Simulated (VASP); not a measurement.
Runs of VASP 6.6.1 on SiC. The structure is that of space group F-43m (No. 216), or close to it. The cells are those of the table. 

| task | level | potentials or basis | cell | k mesh | cutoff (eV) | smearing | grid for exact exchange (PRECFOCK) | screening parameter | gap on the mesh (eV) | pressure (GPa) | relaxed volume (Å³/atom) |
| --- | --- | --- | --- | --- | --- | --- | --- | --- | --- | --- | --- |
| single point | r2SCAN | VASP PAW PBE potentials, release 64 (Si, C) | a = 3.080 Å, angles 60.0°, 2 atoms | 10 × 10 × 10 | 520 | fermi-dirac 0.02 eV | - | - | 1.72 | -0.1 | - |
| relaxation of cell and atoms | PBE | VASP PAW PBE potentials, release 64 (Si, C) | relaxed from a = 3.079 Å, angles 60.0°, 2 atoms | 10 × 10 × 10 | 600 | fermi-dirac 0.02 eV | - | - | 1.37 | 0.0 | 10.49 |
| relaxation of cell and atoms | PBEsol | VASP PAW PBE potentials, release 64 (Si, C) | relaxed from a = 3.097 Å, angles 60.0°, 2 atoms | 10 × 10 × 10 | 600 | fermi-dirac 0.02 eV | - | - | 1.23 | 0.0 | 10.35 |
| single point | PBE | VASP PAW PBE potentials, release 64 (Si, C) | a = 3.080 Å, angles 60.0°, 2 atoms | 10 × 10 × 10 | 520 | fermi-dirac 0.02 eV | - | - | 1.36 | 3.5 | - |
| relaxation of cell and atoms | HSE06 | VASP PAW PBE potentials, release 64 (Si, C) | relaxed from a = 3.080 Å, angles 60.0°, 2 atoms | 6 × 6 × 6 | 600 | fermi-dirac 0.02 eV | Normal | 0.2079 1/Å | (d) | 0.0 | 10.26 |
| single point | LDA | VASP PAW LDA potentials, release 64 (Si, C) | a = 3.080 Å, angles 60.0°, 2 atoms | 10 × 10 × 10 | 520 | gaussian 0.01 eV | - | - | 1.30 | -3.7 | - |
| single point | PBE0 | VASP PAW PBE potentials, release 64 (Si, C) | a = 3.080 Å, angles 60.0°, 2 atoms | 8 × 8 × 8 | 520 | gaussian 0.01 eV | Normal | - | 2.96 | (a) | - |
| relaxation of cell and atoms | LDA | VASP PAW LDA potentials, release 64 (Si, C) | relaxed from a = 3.097 Å, angles 60.0°, 2 atoms | 10 × 10 × 10 | 600 | fermi-dirac 0.02 eV | - | - | (b) | -0.1 | (c) |

Alike in all rows: no spin polarisation.

Q: Estimate the missing entries.

A: (a) -1.7; (b) 1.29; (c) 10.15; (d) 2.23.

Caveats: the PAW data sets were made with another functional, which shifts forces and pressure a little (some runs).

A k mesh can miss the band edges.
